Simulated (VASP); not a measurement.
# Al in VASP: a series of runs

Runs on Al. Level: r2SCAN. Tasks: single point.

Program: VASP 6.6.1. These are calculated values, not measurements. Logs are shortened: lines on timing, memory, paths and dates and some standing lists are left out, and cuts for length are marked.

**1. The cell of the first run**

The cell holds a slab with vacuum, 8 atoms: a = 2.822 Å, b = 2.822 Å, c = 31.209 Å, α = 90.00°, β = 90.00°, γ = 120.00°.

**2. Single point, r2SCAN**

POSCAR

```
Al
1.0
    2.8221979706      0.0000000000      0.0000000000
   -1.4110989853      2.4440951371      0.0000000000
    0.0000000000      0.0000000000     31.2086038337
Al
8
Direct
    0.3333333333      0.6666666667      0.2403183443
    0.0000000000      0.0000000000      0.3145131030
    0.6666666667      0.3333333333      0.3887078618
    0.0000000000      0.0000000000      0.4629026206
    0.3333333333      0.6666666667      0.5370973794
    0.0000000000      0.0000000000      0.6112921382
    0.6666666667      0.3333333333      0.6854868970
    0.0000000000      0.0000000000      0.7596816557
```

INCAR.step1

```
SYSTEM = Al
ALGO = Normal
DIPOL = 0.5 0.5 0.500
EDIFF = 1E-4
ENCUT = 520
GGA = PE
IDIPOL = 3
ISMEAR = 0
LASPH = .True.
LCHARG = .False.
LDIPOL = .True.
LREAL = .False.
LWAVE = .True.
NBANDS = 22
NELM = 60
PREC = Accurate
SIGMA = 0.1
```

INCAR.step2

```
SYSTEM = Al
ALGO = Normal
DIPOL = 0.5 0.5 0.500
EDIFF = 1E-6
ENCUT = 520
IDIPOL = 3
ISIF = 2
ISMEAR = 0
ISTART = 1
LASPH = .True.
LCHARG = .True.
LDIPOL = .True.
LELF = .True.
LMIXTAU = .True.
LREAL = .False.
LVACPOTAV = .True.
LVHAR = .True.
LWAVE = .False.
METAGGA = R2SCAN
NBANDS = 22
NELM = 60
PREC = Accurate
SIGMA = 0.1
```

KPOINTS

```
k-points
0
Gamma
  12 12 1
  0 0 0
```

Potentials or basis: VASP PAW PBE potentials, release 64 (Al).

Launch:

```sh
> cat potpaw_PBE.64/Al/POTCAR > POTCAR
> cp INCAR.step1 INCAR
> mpirun -np 1 vasp_std > vasp.out
> cp INCAR.step2 INCAR
> mpirun -np 1 vasp_std > vasp.out
```

OUTCAR:

```text
SYSTEM = Al
   EDIFF = 1E-6
   ENCUT = 520
   ISIF = 2
   ISMEAR = 0
   ISTART = 1
   LASPH = .True.
   LREAL = .False.
   METAGGA = R2SCAN
   NELM = 60
   PREC = Accurate

 ion  position               nearest neighbor table
   1  0.333  0.667  0.240-   2 2.83   2 2.83   2 2.83
   2  0.000  0.000  0.315-   1 2.83   1 2.83   1 2.83   3 2.83   3 2.83   3 2.83
   3  0.667  0.333  0.389-   2 2.83   4 2.83   2 2.83   4 2.83   2 2.83   4 2.83
   4  0.000  0.000  0.463-   3 2.83   5 2.83   3 2.83   5 2.83   3 2.83   5 2.83
   5  0.333  0.667  0.537-   6 2.83   4 2.83   6 2.83   4 2.83   6 2.83   4 2.83
   6  0.000  0.000  0.611-   5 2.83   7 2.83   7 2.83   5 2.83   7 2.83   5 2.83
   7  0.667  0.333  0.685-   8 2.83   8 2.83   8 2.83   6 2.83   6 2.83   6 2.83
   8  0.000  0.000  0.760-   7 2.83   7 2.83   7 2.83

  LATTYP: Found a hexagonal cell.
 ALAT       =     2.8221979706
 C/A-ratio  =    11.0582617374

  Lattice vectors:

 A1 = (   2.8221979706,   0.0000000000,   0.0000000000)
 A2 = (  -1.4110989853,   2.4440951371,   0.0000000000)
 A3 = (   0.0000000000,   0.0000000000,  31.2086038337)

Analysis of symmetry for initial positions (statically):
=====================================================================
 Subroutine PRICEL returns:
 Original cell was already a primitive cell.

 Routine SETGRP: Setting up the symmetry group for a
 hexagonal supercell.

 Subroutine GETGRP returns: Found  6 space group operations
 (whereof  6 operations were pure point group operations)
 out of a pool of 24 trial point group operations.

The static configuration has the point symmetry C_3v.

Analysis of symmetry for dynamics (positions and initial velocities):
=====================================================================
 Subroutine PRICEL returns:
 Original cell was already a primitive cell.

 Routine SETGRP: Setting up the symmetry group for a
 hexagonal supercell.

 Subroutine GETGRP returns: Found  6 space group operations
 (whereof  6 operations were pure point group operations)
 out of a pool of 24 trial point group operations.

The dynamic configuration has the point symmetry C_3v.

 Subroutine INISYM returns: Found  6 space group operations
 (whereof  6 operations are pure point group operations),
 and found     1 'primitive' translations

----------------------------------------------------------------------------------------

                                     Primitive cell

  volume of cell :     215.2682

  direct lattice vectors                    reciprocal lattice vectors
     2.822197971  0.000000000  0.000000000     0.354333753  0.204574688  0.000000000
    -1.411098985  2.444095137  0.000000000     0.000000000  0.409149376  0.000000000
     0.000000000  0.000000000 31.208603834     0.000000000  0.000000000  0.032042446

  length of vectors
     2.822197971  2.822197971 31.208603834     0.409149376  0.409149376  0.032042446

  position of ions in fractional coordinates (direct lattice)
     0.333333333  0.666666667  0.240318344
     0.000000000  0.000000000  0.314513103
     0.666666667  0.333333333  0.388707862
     0.000000000  0.000000000  0.462902621
     0.333333333  0.666666667  0.537097379
     0.000000000  0.000000000  0.611292138
     0.666666667  0.333333333  0.685486897
     0.000000000  0.000000000  0.759681656

  ion indices of the primitive-cell ions
   primitive index   ion index
                 1           1
                 2           2
                 3           3
                 4           4
                 5           5
                 6           6
                 7           7
                 8           8

----------------------------------------------------------------------------------------

 KPOINTS: k-points

Automatic generation of k-mesh.
 Grid dimensions read from file:
 generate k-points for:   12   12    1

 Generating k-lattice:

  Cartesian coordinates                     Fractional coordinates (reciprocal lattice)
     0.029527813  0.017047891  0.000000000     0.083333333  0.000000000  0.000000000
     0.000000000  0.034095781  0.000000000     0.000000000  0.083333333  0.000000000
     0.000000000  0.000000000  0.032042446     0.000000000  0.000000000  1.000000000

  Length of vectors
     0.034095781  0.034095781  0.032042446

  Shift w.r.t. Gamma in fractional coordinates (k-lattice)
     0.000000000  0.000000000  0.000000000

 Subroutine IBZKPT returns following result:
 ===========================================

 Found     19 irreducible k-points:

 Following reciprocal coordinates:
            Coordinates               Weight
  0.000000  0.000000  0.000000      1.000000
  0.083333  0.000000  0.000000      6.000000
  0.166667  0.000000  0.000000      6.000000
  0.250000  0.000000  0.000000      6.000000
  0.333333  0.000000  0.000000      6.000000
  0.416667  0.000000  0.000000      6.000000
[... 11 lines left out ...]
  0.333333  0.250000  0.000000     12.000000
  0.333333  0.333333  0.000000      2.000000
   k-points           NKPTS =     19   k-points in BZ     NKDIM =     19   number of bands    NBANDS=     22
   number of dos      NEDOS =    301   number of ions     NIONS =      8
   total plane-waves  NPLWV = 138240
   dimension x,y,z NGX =    24 NGY =   24 NGZ =  240
   dimension x,y,z NGXF=    48 NGYF=   48 NGZF=  480
   ions per type =               8
   NGX,Y,Z   is equivalent  to a cutoff of  14.14, 14.14, 12.78 a.u.
   NGXF,Y,Z  is equivalent  to a cutoff of  28.28, 28.28, 25.57 a.u.
 SYSTEM =  Al
   PREC   = accura    normal or accurate (medium, high low for compatibility)
   ISTART =      1    job   : 0-new  1-cont  2-samecut
   ICHARG =      0    charge: 1-file 2-atom 10-const
   ISPIN  =      1    spin polarized calculation?
   LNONCOLLINEAR =      F non collinear calculations
   LSORBIT =      F    spin-orbit coupling
   LASPH  =      T    aspherical Exc in radial PAW
   ENCUT  =  520.0 eV  38.22 Ry    6.18 a.u.   5.25  5.25 58.03*2*pi/ulx,y,z
   NELM   =     60;   NELMIN=  2; NELMDL=  0     # of ELM steps
   EDIFF  = 0.1E-05   stopping-criterion for ELM
   LREAL  =      F    real-space projection
   EDIFFG = 0.1E-04   stopping-criterion for IOM
   NSW    =      0    number of steps for IOM
   IBRION =     -1    ionic relax: 0-MD 1-quasi-New 2-CG
   NFREE  =      0    steps in history (QN), initial steepest desc. (CG)
   ISIF   =      2    stress and relaxation
   ISYM   =      2    0-nonsym 1-usesym 2-fastsym
   POTIM  = 0.5000    time-step for ionic-motion
   TEBEG  =    0.0;   TEEND  =   0.0 temperature during run
   PSTRESS=    0.0 pullay stress
   NELECT =      24.0000    total number of electrons
   NUPDOWN=      -1.0000    fix difference up-down
   EMIN   =  10.00;   EMAX   =-10.00  energy-range for DOS
   EFERMI =   0.00;   METHOD = LEGACY
   ISMEAR =     0;   SIGMA  =   0.10  broadening in eV -4-tet -1-fermi 0-gaus
   EFERMI_NEDOS =   21; number of points for ismear=-14 and -15
   IALGO  =     38    algorithm
   IMIX   =      4    mixing-type and parameters
     AMIX     =   0.40;   BMIX     =  1.00
     AMIX_MAG =   1.60;   BMIX_MAG =  1.00
  volume/ion in A,a.u.               =      26.91       181.59
  Fermi-wavevector in a.u.,A,eV,Ry     =   0.787926  1.488964  8.446863  0.620827
  Thomas-Fermi vector in A             =   1.892764
   LORBIT       =      0    0 simple, 1 ext, 2 COOP (PROOUT), +10 PAW based schemes
   METAGGA = R2SCAN    functional components
   LHFCALC =     F    Hartree Fock is set to
   AEXX    =    0.0000 exact exchange contribution
   IVDW    =     0    specifies the selected vdW correction
   LEPSILON=     F    determine dielectric tensor
   LRPA    =     F    only Hartree local field effects (RPA)
 non-spin polarized calculation
 Gauss-broadening in eV      SIGMA  =   0.10
  energy-cutoff  :      520.00
  volume of cell :      215.27
 maximum number of plane-waves:      5852
 NGX is ok and might be reduce to    24
   NGX = 11   NGY = 11   NGZ =117

 dipolmoment           0.000000      0.000000      0.008814 electrons x Angstroem

 number of electron      24.0000000 magnetization

 dipolmoment           0.000000      0.000000     -0.001067 electrons x Angstroem

 Free energy of the ion-electron system (eV)
  ---------------------------------------------------
  ext. energy  EPLUGINS =         0.00000000
  ---------------------------------------------------
  free energy    TOTEN  =       -53.01559035 eV

  energy without entropy =      -53.00229290  energy(sigma->0) =      -53.00894162

 E-fermi :   3.2567     XC(G=0):  -7.1144

 val. band max:        3.2345060395   @ k =   0.4167   0.0833   0.0000
 cond. band min:       3.2763937530   @ k =   0.4167   0.0000   0.0000
 fundamental gap:      0.0418877134
 Fermi energy:         3.2566710928

 k-point     1 :       0.0000    0.0000    0.0000
  band No.  band energies     occupation
      1      -8.6312      2.00000
      2      -8.3375      2.00000
      3      -7.8184      2.00000
      4      -7.1062      2.00000
      5      -6.1972      2.00000
      6      -5.1128      2.00000
[... 14 lines left out ...]
     21      13.3917      0.00000
     22      15.1677      0.00000

 k-point     2 :       0.0833    0.0000    0.0000
  band No.  band energies     occupation
      1      -8.4486      2.00000
      2      -8.1552      2.00000
      3      -7.6367      2.00000
      4      -6.9253      2.00000
      5      -6.0172      2.00000
      6      -4.9340      2.00000
[... 14 lines left out ...]
     21      12.5037      0.00000
     22      12.8928      0.00000

 k-point     3 :       0.1667    0.0000    0.0000
  band No.  band energies     occupation
      1      -7.9021      2.00000
      2      -7.6098      2.00000
      3      -7.0930      2.00000
      4      -6.3840      2.00000
      5      -5.4789      2.00000
      6      -4.3993      2.00000
[... 14 lines left out ...]
     21      10.3109      0.00000
     22      11.0184      0.00000

 k-point     4 :       0.2500    0.0000    0.0000
  band No.  band energies     occupation
      1      -6.9962      2.00000
      2      -6.7056      2.00000
      3      -6.1917      2.00000
      4      -5.4867      2.00000
      5      -4.5870      2.00000
      6      -3.5140      2.00000
[... 14 lines left out ...]
     21       9.0292      0.00000
     22       9.9588      0.00000

 k-point     5 :       0.3333    0.0000    0.0000
  band No.  band energies     occupation
      1      -5.7380      2.00000
      2      -5.4499      2.00000
      3      -4.9405      2.00000
      4      -4.2418      2.00000
      5      -3.3509      2.00000
      6      -2.2906      2.00000
[... 292 lines left out ...]
 k-point    17 :       0.2500    0.2500    0.0000
  band No.  band energies     occupation
      1      -3.7851      2.00000
      2      -3.5016      2.00000
      3      -3.0007      2.00000
      4      -2.3149      2.00000
      5      -1.4448      2.00000
      6      -0.4211      2.00000
[... 14 lines left out ...]
     21       6.1219      0.00000
     22       6.1694      0.00000

 k-point    18 :       0.3333    0.2500    0.0000
  band No.  band energies     occupation
      1      -2.0391      2.00000
      2      -1.7629      2.00000
      3      -1.2775      2.00000
      4      -0.6255      2.00000
      5      -0.0055      2.00000
      6       0.1242      2.00000
[... 14 lines left out ...]
     21       5.4693      0.00000
     22       5.8288      0.00000

 k-point    19 :       0.3333    0.3333    0.0000
  band No.  band energies     occupation
      1      -0.1965      2.00000
      2      -0.1479      2.00000
      3      -0.1460      2.00000
      4       0.0432      2.00000
      5       0.0638      2.00000
      6       0.1803      2.00000
[... 14 lines left out ...]
     21       5.0901      0.00000
     22       6.1539      0.00000

------------------------ aborting loop because EDIFF is reached ----------------------------------------

  FORCE on cell =-STRESS in cart. coord.  units (eV):
  Direction    XX          YY          ZZ          XY          YZ          ZX
  --------------------------------------------------------------------------------------
  -------------------------------------------------------------------------------------
  Total       -1.7338591     -1.7338591      0.3986970     -0.0000000      0.0000000      0.0000000
  in kB      -12.9045976    -12.9045976      2.9673834     -0.0000000      0.0000000      0.0000000
  external PRESSURE =      -7.6139373 kB  Pullay stress =       0.0000000 kB

 VOLUME and BASIS-vectors are now :
 -----------------------------------------------------------------------------
  energy-cutoff  :      520.00
  volume of cell :      215.27
      direct lattice vectors                 reciprocal lattice vectors
     2.822197971  0.000000000  0.000000000     0.354333753  0.204574688  0.000000000
    -1.411098985  2.444095137  0.000000000     0.000000000  0.409149376  0.000000000
     0.000000000  0.000000000 31.208603834     0.000000000  0.000000000  0.032042446

 POSITION                                       TOTAL-FORCE (eV/Angst)
 -----------------------------------------------------------------------------------
     -0.00000      1.62940      7.50000         0.000000     -0.000000     -0.052395
      0.00000      0.00000      9.81551         0.000000      0.000000      0.029599
      1.41110      0.81470     12.13103        -0.000000      0.000000      0.024143
      0.00000      0.00000     14.44654        -0.000000     -0.000000      0.062159
     -0.00000      1.62940     16.76206         0.000000     -0.000000     -0.074138
      0.00000      0.00000     19.07757         0.000000     -0.000000     -0.016652
      1.41110      0.81470     21.39309        -0.000000      0.000000     -0.098256
      0.00000      0.00000     23.70860         0.000000     -0.000000      0.125539
 -----------------------------------------------------------------------------------
    total drift:                               -0.000000     -0.000000     -0.000785

  FREE ENERGIE OF THE ION-ELECTRON SYSTEM (eV)
  ---------------------------------------------------
  free  energy   TOTEN  =       -53.0155903473 eV

  energy  without entropy=      -53.0022928959  energy(sigma->0) =      -53.00894162

 vacuum level on the upper side and lower side of the slab         7.444         7.472
```

It took 13 min on 1 thread of AMD EPYC 7R13 (Zen 3), shared host; peak memory 0.37 GiB.

Results:

```
Free energy            : -53.0156 eV
Largest force          : 0.126 eV/Å
Band gap on the k mesh : zero (band 12 reaches 5.69 eV, above the bottom of band 13 at 2.24 eV)
```

Forces on the atoms (eV/Å):
```
Al   0.000  0.000 -0.052
Al   0.000  0.000  0.030
Al   0.000  0.000  0.024
Al   0.000  0.000  0.062
Al   0.000  0.000 -0.074
Al   0.000  0.000 -0.017
Al   0.000  0.000 -0.098
Al   0.000  0.000  0.126
```

Caveat: the PAW data sets were made with another functional, which shifts forces and pressure a little.

[end of part 1 of 2]
